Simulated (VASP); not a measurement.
Zn4S, 5 atoms in the cell. It takes space group P-43m (No. 215, cubic). Conventional cell: a = 4.495 Å, b = 4.495 Å, c = 4.495 Å, α = 90.00°, β = 90.00°, γ = 90.00°. Within 3.1 Å of Zn (site symmetry 3m) lie 1 S at 2.31 Å and 3 Zn at 2.58 Å. Within 3.1 Å of S (site symmetry -43m) lie 4 Zn at 2.31 Å. 

| Item | Value |
| --- | --- |
| Program | VASP 6.6.1 |
| Task | single point |
| Functional | PBE |
| Potentials or basis | VASP PAW PBE potentials, release 64 (Zn, S) |
| Cutoff | 520 eV |
| k mesh | 8 × 8 × 8 |
| Occupations | gaussian, width 0.1 eV |
| Spin | no spin polarisation |
| Dipole correction | no |
| Further INCAR settings | ALGO = Normal; EDIFF = 1e-07; NBANDS = 35 |

Potentials or basis: VASP PAW PBE potentials, release 64 (Zn, S).

Run with:

```sh
$ cat potpaw_PBE.64/Zn/POTCAR potpaw_PBE.64/S/POTCAR > POTCAR
$ mpirun -np 1 vasp_std > vasp.out
```

Hardware: 1 thread of Intel(R) Xeon(R) Platinum 8259CL CPU @ 2.50GHz (Skylake/Cascade Lake) (shared host).

**Question.** How long does it take, and how much memory?

**Answer.** Run time: 85 s on 1 thread of Intel(R) Xeon(R) Platinum 8259CL CPU @ 2.50GHz (Skylake/Cascade Lake), with other jobs on the host, peak memory 0.25 GiB. Counts: scf iterations 14, k points 35.
